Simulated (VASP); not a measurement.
**Al2O3: electric field gradients with revPBE**

Crystal: Al2O3.

```
Al O
1.0
     2.38025    1.37424    4.33187
    -2.38025    1.37424    4.33187
     0.00000   -2.74848    4.33187
Al O
4 6
Direct
  0.35216 0.35216 0.35216
  0.14784 0.14784 0.14784
  0.64784 0.64784 0.64784
  0.85216 0.85216 0.85216
  0.55668 0.94332 0.25000
  0.25000 0.55668 0.94332
  0.94332 0.25000 0.55668
  0.44332 0.05668 0.75000
  0.75000 0.44332 0.05668
  0.05668 0.75000 0.44332
```

```json
{
 "Program": "VASP 6.6.1",
 "Task": "electric field gradients",
 "Functional": "revPBE",
 "Potentials or basis": "VASP PAW PBE potentials, release 64 (Al, O)",
 "Cutoff": "520 eV",
 "k mesh": "8 × 8 × 8",
 "Occupations": "fermi-dirac, width 0.02 eV",
 "Spin": "no spin polarisation",
 "Dipole correction": "no",
 "Further INCAR settings": "ALGO = Normal; EDIFF = 1e-08; NBANDS = 35"
}
```

* Pressure: 10.8 GPa
* Largest force: 0.032 eV/Å
* Band gap on the k mesh: 6.29 eV
* Largest electric field gradient by atom: Al +6.3; O -38.2 V/Å²

Forces on the atoms (eV/Å):
```
Al   0.000  0.000 -0.032
Al   0.000  0.000  0.032
Al   0.000  0.000  0.032
Al   0.000  0.000 -0.032
O   -0.001  0.000  0.000
O    0.000 -0.001  0.000
O    0.000  0.001  0.000
O    0.001  0.000  0.000
O    0.000  0.001  0.000
O    0.000 -0.001  0.000
```

Stress tensor (GPa, compression positive):
```
10.98  0.00  0.00
 0.00 10.98  0.00
 0.00  0.00 10.30
```

Levels at points of the mesh, in eV from the valence-band top:
| k point | band 21 | band 22 | band 23 | band 24 | band 25 | band 26 | band 27 | band 28 |
| --- | --- | --- | --- | --- | --- | --- | --- | --- |
| (0.00, 0.00, 0.00) | -0.50 | -0.05 | -0.05 | 0.00 | 6.29 | 9.22 | 10.86 | 11.59 |
| (0.50, 0.00, 0.00) | -0.91 | -0.91 | -0.28 | -0.28 | 9.55 | 9.55 | 9.73 | 9.73 |
| (0.50, 0.50, 0.00) | -1.03 | -0.92 | -0.74 | -0.26 | 9.73 | 9.80 | 10.03 | 10.47 |
| (0.50, 0.50, 0.50) | -0.38 | -0.38 | -0.38 | -0.38 | 8.75 | 8.75 | 11.21 | 11.21 |

Electric field gradients, principal values (V/Å²):
```
atom   least  middle  greatest (by size)
1 Al  -3.169  -3.169               6.338
2 Al  -3.169  -3.169               6.338
3 Al  -3.169  -3.169               6.338
4 Al  -3.169  -3.169               6.338
 5 O   9.615  28.582             -38.196
 6 O   9.615  28.582             -38.196
 7 O   9.615  28.582             -38.196
 8 O   9.615  28.582             -38.196
 9 O   9.615  28.582             -38.196
10 O   9.615  28.582             -38.196
```

Run time: 5.5 min on 1 thread of Intel(R) Xeon(R) Platinum 8259CL CPU @ 2.50GHz (Skylake/Cascade Lake), on a shared host, peak memory 0.31 GiB.

Caveat: the cell stands under pressure; without QUAD_EFG the Cq values of the log hold for a quadrupole moment of 1 mb, not for the nuclei; the PAW data sets were made with another functional, which shifts forces and pressure a little. revPBE gaps usually lie below the measured ones, often by a third to a half.
